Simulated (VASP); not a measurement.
# Si (a cell with a defect) in VASP: a series of runs

The runs below take Si (a cell with a defect) through single point, with PBE.

All numbers are computed with VASP 6.6.1; they aren't measurements. Logs are shortened: lines on timing, memory, paths and dates and some standing lists are left out, and cuts for length are marked.

## 1. The cell of the first run

The cell holds a defect, 53 atoms: a = 11.513 Å, b = 11.513 Å, c = 11.513 Å, α = 60.00°, β = 60.00°, γ = 60.00°.

## 2. Single point, PBE, collinear spin

INCAR

```
SYSTEM = Si
ALGO = Normal
EDIFF = 1E-6
ENCUT = 520
GGA = PE
ISIF = 2
ISMEAR = 0
ISPIN = 2
LASPH = .True.
LCHARG = .False.
LORBIT = 11
LREAL = Auto
LWAVE = .False.
MAGMOM = 0 0 0 0 0 0 0 0 0 0 0 0 0 0 0 0 0 0 0 0 0 0 0 0 0 0 0.5 0.5 0 0.5 0 0 0 0 0 0.5 0 0 0 0 0 0 0 0 0 0 0 0 0 0 0 0 0
NBANDS = 142
NELM = 150
PREC = Accurate
SIGMA = 0.05
```

KPOINTS

```
k-points
0
Gamma
  1 1 1
  0 0 0
```

POSCAR

```
Si
1.0
    0.0000000000      8.1406800000      8.1406800000
    8.1406800000      0.0000000000      8.1406800000
    8.1406800000      8.1406800000      0.0000000000
Si
53
Direct
    0.2489574886      0.2516896596      0.5818927019
    0.2491700609      0.2512850045      0.9180480950
    0.2489500079      0.5817478643      0.2518409630
    0.2458762925      0.5847927847      0.5848137837
    0.2491177608      0.5814710612      0.9178382697
    0.2491150964      0.9178129562      0.2513997194
    0.2490701513      0.9175964447      0.5818111686
    0.2480745609      0.9174489063      0.9174351538
    0.5828114734      0.2537790711      0.2538957699
    0.5795822001      0.2517605466      0.5843814173
    0.5841032682      0.2532363633      0.9094347158
    0.5795168623      0.5842898908      0.2519300996
    0.5796517253      0.5843735453      0.5844600527
    0.5822783919      0.5845086228      0.9165642222
    0.5840558221      0.9092600665      0.2534092281
    0.5822415811      0.9164398939      0.5846693474
    0.5820681251      0.9166522485      0.9167725608
    0.9158209664      0.2517414779      0.2518315876
    0.9162993227      0.2520036792      0.5792103175
    0.9126758634      0.2502556112      0.9182841748
    0.9162421627      0.5792018946      0.2520671302
    0.9132545959      0.5841481133      0.5842908903
    0.9137099419      0.5840098644      0.9182986809
    0.9126406319      0.9182201609      0.2503963504
    0.9136676268      0.9181641269      0.5841815021
    0.9129035346      0.9184036348      0.9183781406
    0.1611827157      0.1669099868      0.1671242247
    0.1615290803      0.1666180355      0.5053317481
    0.1622227418      0.1678493326      0.8350582235
    0.1614823418      0.5050751130      0.1668792792
    0.1627046580      0.5013316510      0.5014678872
    0.1631514671      0.5008890028      0.8348329343
    0.1622013576      0.8349393112      0.1678424167
    0.1631033073      0.8348026391      0.5010044297
    0.1624187993      0.8349513811      0.8352284522
    0.6335469454      0.1222726696      0.1224667554
    0.4969934603      0.1661885310      0.5029640901
    0.4972333112      0.1663913725      0.8339886655
    0.4969870323      0.5028559213      0.1663144264
    0.4955055222      0.5015341857      0.5017069156
    0.4971761235      0.5023346771      0.8340777364
    0.4971782477      0.8338873693      0.1665089452
    0.4971327972      0.8339798791      0.5024854765
    0.4979960812      0.8339373848      0.8340958761
    0.8301591181      0.1667474990      0.1668069867
    0.8300148494      0.1684021789      0.5004689328
    0.8315473360      0.1670882188      0.8340096219
    0.8299622022      0.5003879289      0.1685314093
    0.8300351365      0.5006360436      0.5006897731
    0.8320958397      0.5004518689      0.8338544281
    0.8314920130      0.8341602486      0.1670471239
    0.8320704890      0.8337220161      0.5005939760
    0.8319244837      0.8336860205      0.8338510616
```

Potentials or basis: VASP PAW PBE potentials, release 64 (Si).

The run is started by

```bash
cat potpaw_PBE.64/Si/POTCAR > POTCAR
mpirun -np 1 vasp_gam > vasp.out
```

OUTCAR:

```text
SYSTEM = Si
   EDIFF = 1E-6
   ENCUT = 520
   GGA = PE
   ISIF = 2
   ISMEAR = 0
   ISPIN = 2
   LASPH = .True.
   LORBIT = 11
   LREAL = Auto
   NELM = 150
   PREC = Accurate

 ion  position               nearest neighbor table
   1  0.249  0.252  0.582-  37 2.33  28 2.34  31 2.35  29 2.38
   2  0.249  0.251  0.918-  38 2.33  27 2.34  32 2.35  29 2.38
   3  0.249  0.582  0.252-  39 2.33  30 2.34  31 2.35  33 2.38
   4  0.246  0.585  0.585-  40 2.35  31 2.35  34 2.35  32 2.35
   5  0.249  0.581  0.918-  41 2.33  30 2.34  32 2.35  35 2.38
   6  0.249  0.918  0.251-  42 2.33  27 2.34  34 2.35  33 2.38
[... 18 lines left out ...]
  25  0.914  0.918  0.584-  34 2.34  52 2.35  53 2.35  46 2.35
  26  0.913  0.918  0.918-  51 2.34  47 2.34  35 2.35  53 2.35
  27  0.161  0.167  0.167-  18 2.31   2 2.34   6 2.34
  28  0.162  0.167  0.505-  19 2.31   7 2.34   1 2.34
  29  0.162  0.168  0.835-  20 2.35   8 2.35   1 2.38   2 2.38
  30  0.161  0.505  0.167-  21 2.31   5 2.34   3 2.34
  31  0.163  0.501  0.501-  22 2.34   3 2.35   1 2.35   4 2.35
  32  0.163  0.501  0.835-  23 2.34   5 2.35   2 2.35   4 2.35
  33  0.162  0.835  0.168-  24 2.35   8 2.35   3 2.38   6 2.38
  34  0.163  0.835  0.501-  25 2.34   7 2.35   6 2.35   4 2.35
  35  0.162  0.835  0.835-  26 2.35   8 2.35   7 2.38   5 2.38
  36  0.634  0.122  0.122-   9 2.33  11 2.34  15 2.34  45 2.87  51 2.89  47 2.90
  37  0.497  0.166  0.503-   1 2.33   9 2.34  10 2.35  16 2.35
  38  0.497  0.166  0.834-   2 2.33  11 2.34  10 2.35  17 2.35
  39  0.497  0.503  0.166-   3 2.33   9 2.34  12 2.35  14 2.35
  40  0.496  0.502  0.502-   4 2.35  13 2.35  10 2.35  12 2.35
  41  0.497  0.502  0.834-   5 2.33  11 2.34  13 2.35  14 2.35
  42  0.497  0.834  0.167-   6 2.33  15 2.34  12 2.35  17 2.35
  43  0.497  0.834  0.502-   7 2.33  15 2.34  13 2.35  16 2.35
  44  0.498  0.834  0.834-  16 2.34  14 2.34  17 2.34   8 2.35
  45  0.830  0.167  0.167-   9 2.33  20 2.34  24 2.34  18 2.40  36 2.87
  46  0.830  0.168  0.500-  18 2.34  19 2.34  25 2.35  10 2.35
  47  0.832  0.167  0.834-  11 2.33  20 2.34  26 2.34  19 2.40  36 2.90
  48  0.830  0.500  0.169-  21 2.34  18 2.34  23 2.35  12 2.35
  49  0.830  0.501  0.501-  21 2.34  19 2.34  22 2.35  13 2.35
  50  0.832  0.500  0.834-  22 2.35  23 2.35  14 2.35  20 2.35
  51  0.831  0.834  0.167-  15 2.33  24 2.34  26 2.34  21 2.40  36 2.89
  52  0.832  0.834  0.501-  22 2.35  25 2.35  16 2.35  24 2.35
  53  0.832  0.834  0.834-  25 2.35  23 2.35  17 2.35  26 2.35

  LATTYP: Found a face centered cubic cell.
 ALAT       =    16.2813600000

  Lattice vectors:

 A1 = (   0.0000000000,   8.1406800000,   8.1406800000)
 A2 = (   8.1406800000,   0.0000000000,   8.1406800000)
 A3 = (   8.1406800000,   8.1406800000,   0.0000000000)

Analysis of symmetry for initial positions (statically):
=====================================================================
 Subroutine PRICEL returns:
 Original cell was already a primitive cell.
[... 262 lines left out ...]

  energy without entropy =     -269.45734737  energy(sigma->0) =     -269.45734737

 E-fermi :   5.9834     XC(G=0):  -9.2778

 val. band max:        5.7053792807   @ k =   0.0000   0.0000   0.0000
 cond. band min:       6.4134282030   @ k =   0.0000   0.0000   0.0000
 fundamental gap:      0.7080489223
 Fermi energy:         5.9833926082

 spin component 1

 k-point     1 :       0.0000    0.0000    0.0000
  band No.  band energies     occupation
      1      -6.2652      1.00000
      2      -5.1352      1.00000
      3      -4.9150      1.00000
      4      -4.9146      1.00000
      5      -4.8963      1.00000
      6      -4.8855      1.00000
[... 110 lines left out ...]
    117       7.2450      0.00000
    118       7.2793      0.00000
 Fermi energy:         5.9833926082

 spin component 2

 k-point     1 :       0.0000    0.0000    0.0000
  band No.  band energies     occupation
      1      -6.2652      1.00000
      2      -5.1352      1.00000
      3      -4.9150      1.00000
      4      -4.9146      1.00000
      5      -4.8963      1.00000
      6      -4.8855      1.00000
[... 110 lines left out ...]
    117       7.2450      0.00000
    118       7.2793      0.00000
 [bands above 118 left out]

------------------------ aborting loop because EDIFF is reached ----------------------------------------

  FORCE on cell =-STRESS in cart. coord.  units (eV):
  Direction    XX          YY          ZZ          XY          YZ          ZX
  --------------------------------------------------------------------------------------
  -------------------------------------------------------------------------------------
  Total       24.8272707     24.7552025     24.7607811     -2.9530776      2.8960355     -2.9802351
  in kB       36.8661270     36.7591126     36.7673964     -4.3850383      4.3003363     -4.4253647
  external PRESSURE =      36.7975454 kB  Pullay stress =       0.0000000 kB

 VOLUME and BASIS-vectors are now :
 -----------------------------------------------------------------------------
  energy-cutoff  :      520.00
  volume of cell :     1078.98
      direct lattice vectors                 reciprocal lattice vectors
     0.000000000  8.140680000  8.140680000    -0.061419931  0.061419931  0.061419931
     8.140680000  0.000000000  8.140680000     0.061419931 -0.061419931  0.061419931
     8.140680000  8.140680000  0.000000000     0.061419931  0.061419931 -0.061419931

 POSITION                                       TOTAL-FORCE (eV/Angst)
 -----------------------------------------------------------------------------------
      6.78593      6.76369      4.07561        -0.006798     -0.007133     -0.018769
      9.51917      9.50195      4.07404         0.008023     -0.004921     -0.010932
      6.78598      4.07678      6.76245        -0.008826     -0.023778     -0.007173
      9.52139      6.76238      6.76221         0.004622     -0.000070     -0.004788
     12.20540      9.49982      6.76156         0.027049      0.009294      0.002001
      9.51819      4.07453      9.49959         0.013171     -0.010465      0.001089
[... 45 lines left out ...]
     10.86224     10.84879     13.56068         0.002163      0.006395     -0.008515
     13.57489     13.56055     13.55920        -0.014298      0.002144      0.003801
 -----------------------------------------------------------------------------------
    total drift:                               -0.003620      0.002671     -0.002074

  FREE ENERGIE OF THE ION-ELECTRON SYSTEM (eV)
  ---------------------------------------------------
  free  energy   TOTEN  =      -269.4573473742 eV

  energy  without entropy=     -269.4573473742  energy(sigma->0) =     -269.45734737

 total charge

# of ion       s       p       d       tot
------------------------------------------
    1        0.725   0.971   0.000   1.696
    2        0.725   0.971   0.000   1.696
    3        0.725   0.971   0.000   1.696
    4        0.719   0.985   0.000   1.704
    5        0.725   0.971   0.000   1.696
    6        0.725   0.971   0.000   1.696
[... 45 lines left out ...]
   52        0.719   0.986   0.000   1.705
   53        0.719   0.986   0.000   1.705
--------------------------------------------------
tot         38.636  51.423   0.000  90.059

 magnetization (x)

# of ion       s       p       d       tot
------------------------------------------
    1       -0.000  -0.000   0.000  -0.000
    2       -0.000  -0.000   0.000  -0.000
    3       -0.000  -0.000   0.000  -0.000
    4       -0.000  -0.000   0.000  -0.000
    5       -0.000  -0.000   0.000  -0.000
    6       -0.000  -0.000   0.000  -0.000
[... 45 lines left out ...]
   52        0.000   0.000   0.000   0.000
   53        0.000   0.000   0.000   0.000
--------------------------------------------------
tot          0.000   0.000   0.000   0.000
```

Wall time 6.7 min (1 thread of Intel Xeon 6975P-C (Granite Rapids), shared host); peak memory 1.7 GiB.

Results:

```
Free energy                                           : -269.4573 eV
Pressure                                              : 3.7 GPa
Largest force                                         : 0.032 eV/Å
Band gap on the k mesh                                : 0.71 eV
Net moment                                            : 0.00 μB per cell
Valence electrons inside the program's atomic spheres : Si 1.70, 1.71, 1.65, 1.68, 1.67 (each value once)
```

Forces on the atoms (eV/Å):
```
Si  -0.007 -0.007 -0.019
Si   0.008 -0.005 -0.011
Si  -0.009 -0.024 -0.007
Si   0.005  0.000 -0.005
Si   0.027  0.009  0.002
Si   0.013 -0.010  0.001
Si   0.021 -0.002  0.013
Si  -0.012  0.007  0.000
Si  -0.019 -0.003 -0.003
Si  -0.006  0.013 -0.015
Si   0.003  0.018 -0.009
Si  -0.010 -0.015  0.014
Si   0.005  0.003  0.000
Si   0.006  0.005 -0.010
Si   0.004 -0.012  0.019
Si   0.005 -0.008  0.006
Si  -0.007  0.006  0.006
Si  -0.015  0.003  0.003
Si  -0.002  0.007  0.007
Si   0.004 -0.007  0.004
Si  -0.001  0.004  0.011
Si  -0.016  0.002  0.004
Si   0.006 -0.001 -0.009
Si   0.002  0.003 -0.005
Si   0.003 -0.010  0.000
Si   0.008 -0.005 -0.007
Si  -0.027 -0.007 -0.004
Si  -0.005  0.015  0.003
Si   0.010  0.009 -0.007
Si  -0.006  0.000  0.019
Si  -0.021  0.007  0.008
Si   0.001  0.005  0.008
Si   0.012 -0.003  0.006
Si  -0.003  0.010  0.001
Si  -0.016 -0.011 -0.011
Si  -0.008 -0.011 -0.010
Si   0.015 -0.017  0.008
Si   0.012 -0.003 -0.005
Si   0.015  0.008 -0.018
Si  -0.014 -0.001  0.002
Si   0.000 -0.003 -0.001
Si   0.011 -0.003 -0.004
Si  -0.001  0.001 -0.006
Si  -0.003  0.006  0.008
Si   0.005  0.024  0.021
Si   0.014 -0.010  0.014
Si   0.001  0.005 -0.004
Si   0.013  0.016 -0.010
Si  -0.009 -0.007 -0.007
Si   0.001 -0.008  0.005
Si   0.000  0.001 -0.003
Si   0.002  0.006 -0.009
Si  -0.014  0.002  0.004
```

Stress tensor (GPa, compression positive):
```
 3.69 -0.44 -0.44
-0.44  3.68  0.43
-0.44  0.43  3.68
```

Caveat: the k points lie up to 0.67 Å⁻¹ apart.

## 3. Single point, PBE, collinear spin

INCAR

```
ALGO = Normal
EDIFF = 1E-6
ENCUT = 520
GGA = PE
ISIF = 2
ISMEAR = 0
ISPIN = 2
LASPH = T
LCHARG = F
LORBIT = 11
LREAL = Auto
LWAVE = F
MAGMOM = 0 0 0 0 0 0 0 0 0 0 0 0 0 0 0 0 0 0 0 0 0 0 0 0 0 0 0.2 0.2 0 0.2 0 0 0 0 0 0.2 0 0 0 0 0 0 0 0 0 0 0 0 0 0 0 0 0
NBANDS = 142
NELM = 150
PREC = Accurate
SIGMA = 0.05
```

KPOINTS

```
k-points
0
Gamma
  1 1 1
```

POSCAR is that of step 2.

Potentials or basis: VASP PAW PBE potentials, release 64 (Si).

The run is started by

```bash
cat potpaw_PBE.64/Si/POTCAR > POTCAR
mpirun -np 1 vasp_gam > vasp.out
```

It took 6.4 min on 1 thread of Intel Xeon 6975P-C (Granite Rapids), shared host; peak memory 1.7 GiB.

It converged, with:

```yaml
Free_energy: -269.4573 eV
Pressure: 3.7 GPa
Largest_force: 0.032 eV/Å
Band_gap_on_the_k_mesh: 0.71 eV
Net_moment: 0.00 μB per cell
Valence_electrons_inside_the_program's_atomic_spheres: Si 1.70, 1.71, 1.65, 1.68, 1.67 (each value once)
```

Forces on the atoms (eV/Å):
```
Si  -0.007 -0.007 -0.019
Si   0.008 -0.005 -0.011
Si  -0.009 -0.024 -0.007
Si   0.005  0.000 -0.005
Si   0.027  0.009  0.002
Si   0.013 -0.010  0.001
Si   0.021 -0.002  0.013
Si  -0.012  0.007  0.000
Si  -0.019 -0.003 -0.003
Si  -0.006  0.013 -0.015
Si   0.003  0.018 -0.009
Si  -0.010 -0.015  0.014
Si   0.005  0.003  0.000
Si   0.006  0.005 -0.010
Si   0.004 -0.012  0.019
Si   0.005 -0.008  0.006
Si  -0.007  0.006  0.006
Si  -0.015  0.003  0.003
Si  -0.002  0.007  0.007
Si   0.004 -0.007  0.004
Si  -0.001  0.004  0.011
Si  -0.016  0.002  0.004
Si   0.006 -0.001 -0.009
Si   0.002  0.003 -0.005
Si   0.003 -0.010  0.000
Si   0.008 -0.005 -0.007
Si  -0.027 -0.007 -0.004
Si  -0.005  0.015  0.003
Si   0.010  0.009 -0.007
Si  -0.006  0.000  0.019
Si  -0.021  0.007  0.008
Si   0.001  0.005  0.008
Si   0.012 -0.003  0.007
Si  -0.003  0.010  0.001
Si  -0.016 -0.011 -0.011
Si  -0.008 -0.011 -0.010
Si   0.015 -0.017  0.008
Si   0.012 -0.003 -0.005
Si   0.015  0.008 -0.018
Si  -0.014 -0.002  0.002
Si   0.000 -0.003 -0.001
Si   0.011 -0.003 -0.004
Si  -0.001  0.001 -0.006
Si  -0.003  0.006  0.008
Si   0.005  0.024  0.021
Si   0.014 -0.011  0.014
Si   0.001  0.005 -0.004
Si   0.013  0.016 -0.010
Si  -0.009 -0.007 -0.007
Si   0.001 -0.008  0.005
Si   0.000  0.001 -0.003
Si   0.002  0.006 -0.009
Si  -0.014  0.002  0.004
```

Stress tensor (GPa, compression positive):
```
 3.69 -0.44 -0.44
-0.44  3.68  0.43
-0.44  0.43  3.68
```

Levels at points of the mesh, in eV from the valence-band top:
Spin up:
| k point | band 104 | band 105 | band 106 | band 107 | band 108 | band 109 |
| --- | --- | --- | --- | --- | --- | --- |
| (0.00, 0.00, 0.00) | -0.26 | -0.26 | 0.00 | 0.71 | 0.71 | 0.78 |
Spin down:
| k point | band 103 | band 104 | band 105 | band 106 | band 107 | band 108 | band 109 | band 110 |
| --- | --- | --- | --- | --- | --- | --- | --- | --- |
| (0.00, 0.00, 0.00) | -0.28 | -0.26 | -0.26 | 0.00 | 0.71 | 0.71 | 0.78 | 0.78 |

Caveat: the k points lie up to 0.67 Å⁻¹ apart.
